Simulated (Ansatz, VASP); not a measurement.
Two plane-wave programs on P

INCAR

```
  PREC = Accurate
  ENCUT = 520
  EDIFF = 1E-8
  ISMEAR = -1
  SIGMA = 0.03
  LREAL = F
  LASPH = T
  NELM = 60
  ALGO = Normal
  ISIF = 2
  LWAVE = F
  LCHARG = F
  GGA = PE
  LEFG = T
  NBANDS = 8
```

KPOINTS

```
Automatic mesh
0
Gamma
  16 16 16
```

File POSCAR:

```
P
1.0
   -1.5273685236      1.5273685236      1.5273685236
    1.5273685236     -1.5273685236      1.5273685236
    1.5273685236      1.5273685236     -1.5273685236
P
1
Direct
    0.0000000000      0.0000000000      0.0000000000
```

Input for Ansatz:

```yaml
crystal:
  lattice:
    - [-1.5273685236, 1.5273685236, 1.5273685236]
    - [1.5273685236, -1.5273685236, 1.5273685236]
    - [1.5273685236, 1.5273685236, -1.5273685236]
  atoms:
    - { symbol: P, position: [0.0, 0.0, 0.0] }
kpoints:
  mp_grid: { grid: [16, 16, 16] }
scf:
  occupations: { method: fermi_dirac, width: 0.03 }
hamiltonian:
  xc: pbe
  pseudopotentials: { kind: paw }
output:
  forces: true
  stress: true
  eigenvalues: true
  efg: { contact_densities: true }
basis:
  ecutwfc: 800
```

Alike in both runs: task electric field gradients; functional PBE; k mesh 16 × 16 × 16; occupations fermi-dirac, width 0.03 eV; no spin polarisation.

```csv
,VASP,Ansatz
version,VASP 6.6.1,Ansatz 0.2.0
potentials or method,"VASP PAW PBE potentials, release 64 (P), cutoff 520 eV","PAW with Ansatz's default frozen-core files, scalar-relativistic"
valence electrons in the cell,5,5
```

```csv
,VASP,Ansatz,Ansatz less VASP
pressure (GPa),-0.2,0.0,+0.19
```

With one functional, cell and mesh, what is left measures potentials, basis and numerics.
